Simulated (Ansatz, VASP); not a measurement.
# Si4O7: VASP beside Ansatz

The input INCAR:

```
ALGO = Normal
EDIFF = 1E-7
ENCUT = 520
ISIF = 2
ISMEAR = 0
LASPH = T
LCHARG = F
LREAL = F
LWAVE = F
NBANDS = 40
NELM = 100
PREC = Accurate
SIGMA = 0.05
```

File KPOINTS:

```
k-points
0
Gamma
  6 6 6
```

Contents of POSCAR:

```
Si4O7
1.0
    0.0000000000      4.1548619959     -2.6614337333
    0.0000000000     -4.1548619959     -2.6614337333
   -4.1548619959      0.0000000000      2.6614337333
Si O
4 7
Direct
    0.2500000000      0.7500000000      0.5000000000
    0.7500000000      0.2500000000      0.5000000000
    0.0000000000      0.0000000000      1.0000000000
    0.5000000000      0.5000000000      1.0000000000
    1.0000000000      0.3055647994      0.3055647994
    0.5555647994      0.7500000000      0.8055647994
    0.0555647994      0.2500000000      0.8055647994
    0.0000000000      0.6944352006      0.6944352006
    0.4361795787      0.0486088002      0.4847883789
    0.9444352006      0.7500000000      0.1944352006
    0.4444352006      0.2500000000      0.1944352006
```

Input for Ansatz:

```yaml
crystal:
  lattice:
    - [0.0, 4.1548619959, -2.6614337333]
    - [0.0, -4.1548619959, -2.6614337333]
    - [-4.1548619959, 0.0, 2.6614337333]
  atoms:
    - { symbol: Si, position: [0.25, 0.75, 0.5] }
    - { symbol: Si, position: [0.75, 0.25, 0.5] }
    - { symbol: Si, position: [0.0, 0.0, 1.0] }
    - { symbol: Si, position: [0.5, 0.5, 1.0] }
    - { symbol: O, position: [1.0, 0.3055647994, 0.3055647994] }
    - { symbol: O, position: [0.5555647994, 0.75, 0.8055647994] }
    - { symbol: O, position: [0.0555647994, 0.25, 0.8055647994] }
    - { symbol: O, position: [0.0, 0.6944352006, 0.6944352006] }
    - { symbol: O, position: [0.4361795787, 0.0486088002, 0.4847883789] }
    - { symbol: O, position: [0.9444352006, 0.75, 0.1944352006] }
    - { symbol: O, position: [0.4444352006, 0.25, 0.1944352006] }
basis:
  ecutwfc: 420
kpoints:
  mp_grid: { grid: [6, 6, 6] }
hamiltonian:
  xc: lda
  pseudopotentials: { kind: paw, azcp: { folder: soft_1 } }
scf:
  occupations: { method: gaussian, width: 0.05 }
output:
  forces: true
  stress: true
  eigenvalues: true
  write_density: true
  write_potential: true
  elf: true
  volumetric_format: npy
```

Change from the starting cell: O vacancy; atom 9 moved 0.375 of the way to it and -0.375 Å across, host rigid.

Alike in both runs: task single point; functional LDA; k mesh 6 × 6 × 6; occupations gaussian, width 0.05 eV; no spin polarisation.

```csv
,VASP,Ansatz
version,VASP 6.6.1,Ansatz 0.2.0
potentials or method,"VASP PAW LDA potentials, release 64 (Si, O), cutoff 520 eV","scalar-relativistic, plane waves, PAW"
valence electrons in the cell,58,58
```

```tsv
	VASP	Ansatz	Ansatz less VASP
gap on the k mesh at the Fermi level (eV)	0.09	0.09	-0.002
least direct gap on the mesh (eV)	0.76	0.74	-0.014
rms of the force components (eV/Å)	3.745	3.780	+0.0355
```

Ansatz warns that its potentials were made for another functional, while VASP's fit it. LDA's correlation is that of Perdew and Zunger in VASP and of Perdew and Wang (1992) in Ansatz. Atom by atom the forces differ by 0.049 eV/Å (rms over components).
